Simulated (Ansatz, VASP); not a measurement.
**WS2: VASP beside Ansatz**

```
W S
1.0
     3.18352    0.00000    0.00000
    -1.59176    2.75701    0.00000
     0.00000    0.00000   16.95058
W S
1 2
Direct
  0.34684 0.65424 0.99909
  0.67027 0.31281 0.90835
  0.68821 0.32866 0.09074
```

Alike in both runs: task single point; functional LDA; k mesh 6 × 6 × 1; no spin polarisation.

|  | VASP | Ansatz |
| --- | --- | --- |
| version | VASP 6.6.1 | Ansatz 0.2.0 |
| potentials or method | VASP PAW LDA potentials, release 64 (W_sv, S), cutoff 500 eV | plane waves, PAW |
| occupations | methfessel-paxton of order 1, width 0.1 eV | cold, width 0.1 eV |
| valence electrons in the cell | 26 | 26 |

|  | VASP | Ansatz | Ansatz less VASP |
| --- | --- | --- | --- |
| rms of the force components (eV/Å) | 0.171 | 0.175 | +0.0045 |

LDA's correlation is that of Perdew and Zunger in VASP and of Perdew and Wang (1992) in Ansatz. Atom by atom the forces differ by 0.018 eV/Å (rms over components).

Neither program's run includes spin-orbit coupling.
